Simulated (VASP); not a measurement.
# Ca (I4/mmm) in VASP: notebook

Runs on Ca. Level: PBE. Tasks: single point.

Everything below comes from runs of VASP 6.6.1. Logs are shortened: lines on timing, memory, paths and dates and some standing lists are left out, and cuts for length are marked.

### Step 1. The cell of the first run

It takes space group I4/mmm (No. 139, tetragonal). Conventional cell: a = 4.300 Å, b = 4.300 Å, c = 4.612 Å, α = 90.00°, β = 90.00°, γ = 90.00°. Within 5.0 Å of Ca (site symmetry 4/mmm) lie 14 Ca at 3.82 to 4.61 Å.

### Step 2. Single point, PBE (strain -0.025 along x and y, +0.050 along z)

Input file INCAR:

```
  PREC = Accurate
  ENCUT = 520
  EDIFF = 1E-7
  ISMEAR = 0
  SIGMA = 0.15
  LREAL = False
  LASPH = True
  NELM = 80
  ALGO = Fast
  ISIF = 2
  LWAVE = False
  LCHARG = False
  GGA = PE
  NBANDS = 11
```

Input file KPOINTS:

```
Automatic mesh
0
Gamma
  16 16 16
```

Input file POSCAR:

```
Ca
1.0
   -2.1500747810      2.1500747810      2.3059205505
    2.1500747810     -2.1500747810      2.3059205505
    2.1500747810      2.1500747810     -2.3059205505
Ca
1
Direct
    0.5000000000      0.5000000000      0.0000000000
```

Potentials or basis: VASP PAW PBE potentials, release 64 (Ca_sv).

Launch:

```bash
cat potpaw_PBE.64/Ca_sv/POTCAR > POTCAR
mpirun -np 1 vasp_std > vasp.out
```

OUTCAR:

```text
PREC = Accurate
   ENCUT = 520
   EDIFF = 1E-7
   ISMEAR = 0
   LREAL = False
   LASPH = True
   NELM = 80
   ISIF = 2
   GGA = PE

 ion  position               nearest neighbor table
   1  0.500  0.500  0.000-

  LATTYP: Found a body centered tetragonal cell.
 ALAT       =     4.3001495620
 C/A-ratio  =     1.0724838833

  Lattice vectors:

 A1 = (  -2.1500747810,   2.1500747810,   2.3059205505)
 A2 = (   2.1500747810,  -2.1500747810,   2.3059205505)
 A3 = (   2.1500747810,   2.1500747810,  -2.3059205505)

Analysis of symmetry for initial positions (statically):
=====================================================================
 Subroutine PRICEL returns:
 Original cell was already a primitive cell.

 Routine SETGRP: Setting up the symmetry group for a
 body centered tetragonal supercell.

 Subroutine GETGRP returns: Found 16 space group operations
 (whereof 16 operations were pure point group operations)
 out of a pool of 16 trial point group operations.

The static configuration has the point symmetry D_4h.

Analysis of symmetry for dynamics (positions and initial velocities):
=====================================================================
 Subroutine PRICEL returns:
 Original cell was already a primitive cell.

 Routine SETGRP: Setting up the symmetry group for a
 body centered tetragonal supercell.

 Subroutine GETGRP returns: Found 16 space group operations
 (whereof 16 operations were pure point group operations)
 out of a pool of 16 trial point group operations.

The dynamic configuration has the point symmetry D_4h.

 Subroutine INISYM returns: Found 16 space group operations
 (whereof 16 operations are pure point group operations),
 and found     1 'primitive' translations

----------------------------------------------------------------------------------------

                                     Primitive cell

  volume of cell :      42.6394

  direct lattice vectors                    reciprocal lattice vectors
    -2.150074781  2.150074781  2.305920551     0.000000000  0.232550051  0.216833143
     2.150074781 -2.150074781  2.305920551     0.232550051  0.000000000  0.216833143
     2.150074781  2.150074781 -2.305920551     0.232550051  0.232550051  0.000000000

  length of vectors
     3.816138456  3.816138456  3.816138456     0.317956189  0.317956189  0.328875436

  position of ions in fractional coordinates (direct lattice)
     0.500000000  0.500000000  0.000000000

  ion indices of the primitive-cell ions
   primitive index   ion index
                 1           1

----------------------------------------------------------------------------------------

 KPOINTS: Automatic mesh

Automatic generation of k-mesh.
 Grid dimensions read from file:
 generate k-points for:   16   16   16

 Generating k-lattice:

  Cartesian coordinates                     Fractional coordinates (reciprocal lattice)
     0.000000000  0.014534378  0.013552071     0.062500000  0.000000000  0.000000000
     0.014534378  0.000000000  0.013552071     0.000000000  0.062500000  0.000000000
     0.014534378  0.014534378  0.000000000     0.000000000  0.000000000  0.062500000

  Length of vectors
     0.019872262  0.019872262  0.020554715

  Shift w.r.t. Gamma in fractional coordinates (k-lattice)
     0.000000000  0.000000000  0.000000000

 Subroutine IBZKPT returns following result:
 ===========================================

 Found    349 irreducible k-points:

 Following reciprocal coordinates:
            Coordinates               Weight
  0.000000  0.000000  0.000000      1.000000
  0.062500  0.000000 -0.000000      8.000000
  0.125000  0.000000 -0.000000      8.000000
  0.187500  0.000000 -0.000000      8.000000
  0.250000  0.000000 -0.000000      8.000000
  0.312500  0.000000 -0.000000      8.000000
[... 16 lines left out ...]
 -0.125000  0.062500  0.000000     16.000000
 -0.062500  0.062500  0.000000      4.000000
 [... further k-points ...]
   k-points           NKPTS =    349   k-points in BZ     NKDIM =    349   number of bands    NBANDS=     11
   number of dos      NEDOS =    301   number of ions     NIONS =      1
   total plane-waves  NPLWV =  21952
   dimension x,y,z NGX =    28 NGY =   28 NGZ =   28
   dimension x,y,z NGXF=    56 NGYF=   56 NGZF=   56
   ions per type =               1
   NGX,Y,Z   is equivalent  to a cutoff of  12.20, 12.20, 12.20 a.u.
   NGXF,Y,Z  is equivalent  to a cutoff of  24.40, 24.40, 24.40 a.u.
 SYSTEM =  unknown system
   PREC   = accura    normal or accurate (medium, high low for compatibility)
   ISTART =      0    job   : 0-new  1-cont  2-samecut
   ICHARG =      2    charge: 1-file 2-atom 10-const
   ISPIN  =      1    spin polarized calculation?
   LNONCOLLINEAR =      F non collinear calculations
   LSORBIT =      F    spin-orbit coupling
   LASPH  =      T    aspherical Exc in radial PAW
   ENCUT  =  520.0 eV  38.22 Ry    6.18 a.u.   7.10  7.10  7.10*2*pi/ulx,y,z
   NELM   =     80;   NELMIN=  2; NELMDL= -5     # of ELM steps
   EDIFF  = 0.1E-06   stopping-criterion for ELM
   LREAL  =      F    real-space projection
   EDIFFG = 0.1E-05   stopping-criterion for IOM
   NSW    =      0    number of steps for IOM
   IBRION =     -1    ionic relax: 0-MD 1-quasi-New 2-CG
   NFREE  =      0    steps in history (QN), initial steepest desc. (CG)
   ISIF   =      2    stress and relaxation
   ISYM   =      2    0-nonsym 1-usesym 2-fastsym
   POTIM  = 0.5000    time-step for ionic-motion
   TEBEG  =    0.0;   TEEND  =   0.0 temperature during run
   PSTRESS=    0.0 pullay stress
   NELECT =      10.0000    total number of electrons
   NUPDOWN=      -1.0000    fix difference up-down
   EMIN   =  10.00;   EMAX   =-10.00  energy-range for DOS
   EFERMI =   0.00;   METHOD = LEGACY
   ISMEAR =     0;   SIGMA  =   0.15  broadening in eV -4-tet -1-fermi 0-gaus
   EFERMI_NEDOS =   21; number of points for ismear=-14 and -15
   IALGO  =     68    algorithm
   IMIX   =      4    mixing-type and parameters
     AMIX     =   0.40;   BMIX     =  1.00
     AMIX_MAG =   1.60;   BMIX_MAG =  1.00
  volume/ion in A,a.u.               =      42.64       287.75
  Fermi-wavevector in a.u.,A,eV,Ry     =   1.009573  1.907816 13.867567  1.019237
  Thomas-Fermi vector in A             =   2.142509
   LORBIT       =      0    0 simple, 1 ext, 2 COOP (PROOUT), +10 PAW based schemes
   GGA     = PE    functional components
   LHFCALC =     F    Hartree Fock is set to
   AEXX    =    0.0000 exact exchange contribution
   IVDW    =     0    specifies the selected vdW correction
   LEPSILON=     F    determine dielectric tensor
   LRPA    =     F    only Hartree local field effects (RPA)
 non-spin polarized calculation
 RMM-DIIS sequential band-by-band and
 Gauss-broadening in eV      SIGMA  =   0.15
  energy-cutoff  :      520.00
  volume of cell :       42.64
 maximum number of plane-waves:      1170
   NGX = 15   NGY = 15   NGZ = 15

 number of electron      10.0000000 magnetization

 number of electron       9.9999998 magnetization

 Free energy of the ion-electron system (eV)
  ---------------------------------------------------
  ext. energy  EPLUGINS =         0.00000000
  ---------------------------------------------------
  free energy    TOTEN  =        -1.92310636 eV

  energy without entropy =       -1.90644813  energy(sigma->0) =       -1.91477725

 E-fermi :   1.9671     XC(G=0):  -7.7030

 val. band max:        1.9620250978   @ k =  -0.3750   0.5000   0.3125
 cond. band min:       1.9743695352   @ k =   0.4375   0.0625  -0.0000
 fundamental gap:      0.0123444375
 Fermi energy:         1.9671494503

 k-point     1 :       0.0000    0.0000    0.0000
  band No.  band energies     occupation
      1     -40.1192      2.00000
      2     -21.0392      2.00000
      3     -21.0392      2.00000
      4     -21.0298      2.00000
      5      -2.0835      2.00000
      6       4.1630      0.00000
      7       4.1630      0.00000
      8       4.4570      0.00000
      9       5.0847      0.00000
     10       5.4536      0.00000
     11      11.7013      0.00000

 k-point     2 :       0.0625    0.0000   -0.0000
  band No.  band energies     occupation
      1     -40.1187      2.00000
      2     -21.0426      2.00000
      3     -21.0408      2.00000
      4     -21.0316      2.00000
      5      -2.0147      2.00000
      6       4.1390      0.00000
      7       4.1680      0.00000
      8       4.4632      0.00000
      9       5.0490      0.00000
     10       5.4339      0.00000
     11      11.7132      0.00000

 k-point     3 :       0.1250    0.0000   -0.0000
  band No.  band energies     occupation
      1     -40.1172      2.00000
      2     -21.0559      2.00000
      3     -21.0454      2.00000
      4     -21.0331      2.00000
      5      -1.8109      2.00000
      6       4.0353      0.00000
      7       4.1217      0.00000
      8       4.5508      0.00000
      9       4.9782      0.00000
     10       5.3978      0.00000
     11      11.4607      0.00000

 k-point     4 :       0.1875    0.0000   -0.0000
  band No.  band energies     occupation
      1     -40.1149      2.00000
      2     -21.0777      2.00000
      3     -21.0522      2.00000
      4     -21.0335      2.00000
      5      -1.4801      2.00000
      6       3.8005      0.00000
      7       3.9924      0.00000
      8       4.7693      0.00000
      9       4.9526      0.00000
     10       5.3759      0.00000
     11      10.5871      0.00000
[... 239 lines left out ...]
 k-point    22 :      -0.1875    0.0625    0.0000
  band No.  band energies     occupation
      1     -40.1157      2.00000
      2     -21.0706      2.00000
      3     -21.0475      2.00000
      4     -21.0354      2.00000
      5      -1.5968      2.00000
      6       3.8779      0.00000
      7       4.0714      0.00000
      8       4.6372      0.00000
      9       4.9915      0.00000
     10       5.3665      0.00000
     11      11.0633      0.00000

 k-point    23 :      -0.1250    0.0625    0.0000
  band No.  band energies     occupation
      1     -40.1176      2.00000
      2     -21.0533      2.00000
      3     -21.0416      2.00000
      4     -21.0341      2.00000
      5      -1.8688      2.00000
      6       4.0348      0.00000
      7       4.2122      0.00000
      8       4.4503      0.00000
      9       5.0627      0.00000
     10       5.3638      0.00000
     11      11.7853      0.00000

 k-point    24 :      -0.0625    0.0625    0.0000
  band No.  band energies     occupation
      1     -40.1187      2.00000
      2     -21.0443      2.00000
      3     -21.0394      2.00000
      4     -21.0317      2.00000
      5      -2.0098      2.00000
      6       4.1099      0.00000
      7       4.2162      0.00000
      8       4.4247      0.00000
      9       5.0939      0.00000
     10       5.4019      0.00000
     11      11.7992      0.00000

 [... further k-points ...]
[... 5 lines left out ...]
  --------------------------------------------------------------------------------------
  -------------------------------------------------------------------------------------
  Total       -0.0661795     -0.0661795     -0.0177056      0.0000000      0.0000000      0.0000000
  in kB       -2.4866950     -2.4866950     -0.6652891      0.0000000      0.0000000      0.0000000
  external PRESSURE =      -1.8795597 kB  Pullay stress =       0.0000000 kB

 VOLUME and BASIS-vectors are now :
 -----------------------------------------------------------------------------
  energy-cutoff  :      520.00
  volume of cell :       42.64
      direct lattice vectors                 reciprocal lattice vectors
    -2.150074781  2.150074781  2.305920551     0.000000000  0.232550051  0.216833143
     2.150074781 -2.150074781  2.305920551     0.232550051  0.000000000  0.216833143
     2.150074781  2.150074781 -2.305920551     0.232550051  0.232550051  0.000000000

 POSITION                                       TOTAL-FORCE (eV/Angst)
 -----------------------------------------------------------------------------------
      0.00000      0.00000      2.30592         0.000000     -0.000000     -0.000000
 -----------------------------------------------------------------------------------
    total drift:                                0.000000     -0.000000      0.000000

  FREE ENERGIE OF THE ION-ELECTRON SYSTEM (eV)
  ---------------------------------------------------
  free  energy   TOTEN  =        -1.9231063626 eV

  energy  without entropy=       -1.9064481301  energy(sigma->0) =       -1.91477725
```

Wall time 2.1 min (1 thread of Intel Xeon Platinum 8375C at 2.90GHz (Ice Lake), shared host); peak memory 0.28 GiB.

What came out:

| Quantity | Value |
| --- | --- |
| Free energy | -1.9231 eV |
| Pressure | -0.2 GPa |
| Band gap on the k mesh | zero (band 5 reaches 2.26 eV, above the bottom of band 6 at 1.86 eV) |

Stress tensor (GPa, compression positive):
```
-0.25  0.00  0.00
 0.00 -0.25  0.00
 0.00  0.00 -0.07
```

Levels at points of the mesh, in eV from the Fermi level:
```csv
k point,band 2,band 3,band 4,band 5,band 6,band 7,band 8,band 9
"(0.00, 0.00, 0.00)",-23.01,-23.01,-23.00,-4.05,2.20,2.20,2.49,3.12
"(0.50, 0.00, 0.00)",-23.14,-23.05,-23.00,-0.94,-0.10,1.47,3.04,3.61
"(0.50, 0.50, 0.00)",-23.14,-23.05,-23.01,-0.80,0.12,1.09,3.46,3.70
"(0.50, 0.50, 0.50)",-23.11,-23.10,-23.10,-0.03,0.14,3.16,4.07,4.15
```

Caveat: the cell differs from its parent crystal (strain -0.025 along x and y, +0.050 along z).

### Step 3. Single point, PBE (strain +0.025 along x and y, -0.050 along z)

Input file INCAR:

```
  PREC = Accurate
  ENCUT = 520
  EDIFF = 1E-6
  ISMEAR = 0
  SIGMA = 0.15
  LREAL = F
  LASPH = T
  NELM = 80
  ALGO = Fast
  ISIF = 2
  LWAVE = F
  LCHARG = F
  GGA = PE
  NBANDS = 11
```

KPOINTS is that of step 2.

Input file POSCAR:

```
Ca
1.0
   -2.2603350262      2.2603350262      2.0863090695
    2.2603350262     -2.2603350262      2.0863090695
    2.2603350262      2.2603350262     -2.0863090695
Ca
1
Direct
    0.5000000000      0.5000000000      0.0000000000
```

Potentials or basis: VASP PAW PBE potentials, release 64 (Ca_sv).

Launch:

```bash
cat potpaw_PBE.64/Ca_sv/POTCAR > POTCAR
mpirun -np 1 vasp_std > vasp.out
```

It took 1.8 min on 1 thread of Intel Xeon Platinum 8375C at 2.90GHz (Ice Lake), shared host; peak memory 0.28 GiB.

The run converged. Its results:

| Quantity | Value |
| --- | --- |
| Free energy | -1.9217 eV |
| Pressure | -0.2 GPa |
| Band gap on the k mesh | zero (band 5 reaches 2.28 eV, above the bottom of band 6 at 1.76 eV) |

Stress tensor (GPa, compression positive):
```
-0.25  0.00  0.00
 0.00 -0.25  0.00
 0.00  0.00 -0.09
```

Levels at points of the mesh, in eV from the Fermi level:
```tsv
k point	band 1	band 2	band 3	band 4	band 5	band 6	band 7	band 8	band 9	band 10
(0.00, 0.00, 0.00)	-42.09	-23.01	-23.00	-23.00	-4.05	2.04	2.42	2.42	3.06	3.53
(0.50, 0.00, 0.00)	-42.07	-23.14	-23.05	-23.01	-0.84	0.06	1.19	3.26	3.76	4.34
(0.50, 0.50, 0.00)	-42.07	-23.14	-23.05	-23.00	-1.02	-0.20	1.65	2.93	3.47	4.29
(0.50, 0.50, 0.50)	-42.06	-23.10	-23.10	-23.10	-0.02	0.12	3.46	3.46	4.09	4.09
```

Caveat: the cell differs from its parent crystal (strain +0.025 along x and y, -0.050 along z).
